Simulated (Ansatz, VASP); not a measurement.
**Two plane-wave programs on Al2B3N5**

```
Al B N
1.0
     6.64253   -2.28150    0.00000
     6.64253    2.28150    0.00000
    -0.74224    0.00000    3.20319
Al B N
2 3 5
Direct
  0.20347 0.35093 0.77421
  0.64907 0.79653 0.22579
  0.99100 0.19742 0.10051
  0.40958 0.59042 0.00000
  0.80258 0.00900 0.89949
  0.48829 0.32526 0.89674
  0.81451 0.77813 0.79233
  0.22187 0.18549 0.20767
  0.67474 0.51171 0.10326
  0.07812 0.92188 0.00000
```

Alike in both runs: task relaxation of cell and atoms; functional PBE; k mesh 4 × 4 × 6; occupations gaussian, width 0.1 eV; no spin polarisation.

|  | VASP | Ansatz |
| --- | --- | --- |
| version | VASP 6.6.1 | Ansatz 0.2.0 |
| potentials or method | VASP PAW PBE potentials, release 64 (Al, B, N), cutoff 600 eV | scalar-relativistic, plane waves, PAW |
| valence electrons in the cell | 40 | 40 |

```tsv
	VASP	Ansatz	Ansatz less VASP
gap on the k mesh at the Fermi level, each at its own relaxed structure (eV)	2.56	2.57	+0.007
relaxed volume (Å³/atom)	9.71	9.71	0.000
relaxed length of the cell vector where the two differ most in proportion (Å)	3.288	3.288	0.0000
```

Noted on VASP's run: the relaxation stopped at its first step, so nothing moved.
